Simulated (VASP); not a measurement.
Here is a VASP 6.6.1 calculation.

Contents of INCAR:

```
PREC = Accurate
ENCUT = 520
EDIFF = 1E-7
ISMEAR = -1
SIGMA = 0.1
LREAL = Auto
LASPH = T
NELM = 100
ALGO = Normal
ISIF = 2
LWAVE = F
LCHARG = F
GGA = PS
NBANDS = 38
```

KPOINTS

```
Automatic mesh
0
Gamma
  3 3 3
```

The input POSCAR:

```
Li16H
1.0
    6.9800000000      0.0000000000      0.0000000000
    0.0000000000      6.9800000000      0.0000000000
    0.0000000000      0.0000000000      6.9800000000
Li H
16 1
Direct
   -0.0123178576      0.0010110581     -0.0005693316
    0.5125427000      0.0002223941     -0.0005996501
    0.0116710109      0.4847753837     -0.0003624764
   -0.0053167209     -0.0067824096      0.4995241808
    0.2495709726      0.2419078718      0.2600157479
    0.4878035488      0.4844337220     -0.0003662685
    0.5047362412     -0.0069239497      0.4994989813
    0.7495446557      0.2604737803      0.2583909468
   -0.0006620444      0.5119281091      0.4997335845
    0.2492264715      0.7514173809      0.2464397008
    0.2495571010      0.2419293475      0.7394773268
    0.4996304340      0.5116278422      0.4997142292
    0.7490530527      0.7526555381      0.2253350009
    0.7495338764      0.2607532031      0.7411491300
    0.2492096034      0.7513882799      0.7530765955
    0.7490207939      0.7531858746      0.7748293014
    0.7509671610      0.8884045739      0.0008237008
```

Potentials or basis: VASP PAW PBE potentials, release 64 (Li_sv, H).

Launch:

```bash
$ cat potpaw_PBE.64/Li_sv/POTCAR potpaw_PBE.64/H/POTCAR > POTCAR
$ mpirun -np 1 vasp_std > vasp.out
```

Problem. What does it give for the band gap on the k mesh?

Solution. Zero (an odd number of electrons rules out a gap without spin polarisation).

Problem. Estimate the largest force.

Solution. 0.026 eV/Å.

Forces on the atoms (eV/Å):
```
Li   0.001  0.000  0.005
Li   0.000  0.001  0.005
Li   0.000  0.001  0.001
Li   0.000  0.004  0.004
Li   0.002 -0.002 -0.002
Li  -0.007  0.004  0.002
Li  -0.008  0.005  0.004
Li   0.002 -0.002  0.001
Li   0.002 -0.001  0.001
Li   0.006 -0.003 -0.002
Li   0.002 -0.004 -0.002
Li  -0.002  0.002  0.001
Li   0.007 -0.005  0.007
Li   0.001 -0.004 -0.005
Li   0.005 -0.002 -0.001
Li   0.008 -0.004 -0.006
H   -0.020  0.010 -0.014
```

Caveat: the PAW data sets were made with another functional, which shifts forces and pressure a little.
